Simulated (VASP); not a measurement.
A run of VASP 6.6.1 is set up as follows.

The input INCAR:

```
PREC = Accurate
ENCUT = 520
EDIFF = 1E-6
ISMEAR = 0
SIGMA = 0.1
LREAL = F
LASPH = T
NELM = 60
ALGO = Normal
ISIF = 2
LWAVE = F
LCHARG = T
GGA = PE
LELF = T
LVHAR = T
NBANDS = 34
```

File KPOINTS:

```
regular mesh
0
Gamma
  6 6 4
```

POSCAR

```
Ga2SnO2
1.0
    3.6748432700      0.0000000000      0.0000000000
    0.0000000000      3.6748432700      0.0000000000
    0.0000000000      0.0000000000      7.1544374700
Ga Sn O
2 1 2
Direct
    0.5000000000      0.5000000000      0.2949224600
    0.5000000000      0.5000000000      0.7050775400
    0.0000000000      0.0000000000      0.0000000000
    0.0000000000      0.0000000000      0.7587220300
    0.0000000000      0.0000000000      0.2412779700
```

Potentials or basis: VASP PAW PBE potentials, release 64 (Ga_d, Sn_d, O).

Command:

```sh
$ cat potpaw_PBE.64/Ga_d/POTCAR potpaw_PBE.64/Sn_d/POTCAR potpaw_PBE.64/O/POTCAR > POTCAR
$ mpirun -np 1 vasp_std > vasp.out
```

**Question.** Predict the band gap on the k mesh.

**Answer.** Zero (bands 26 and 27 overlap by 1.05 eV).

**Question.** Predict the pressure.

**Answer.** 15.5 GPa.

**Question.** Estimate the largest force.

**Answer.** 7.917 eV/Å.

Stress tensor (GPa, compression positive):
```
-0.13  0.00  0.00
 0.00 -0.13  0.00
 0.00  0.00 46.62
```

Caveat: the cell stands under pressure; spin-orbit coupling is left out, which moves the levels of the heavy elements; forces of over 1 eV/Å act on the atoms, so gaps and moduli don't describe the material at rest.
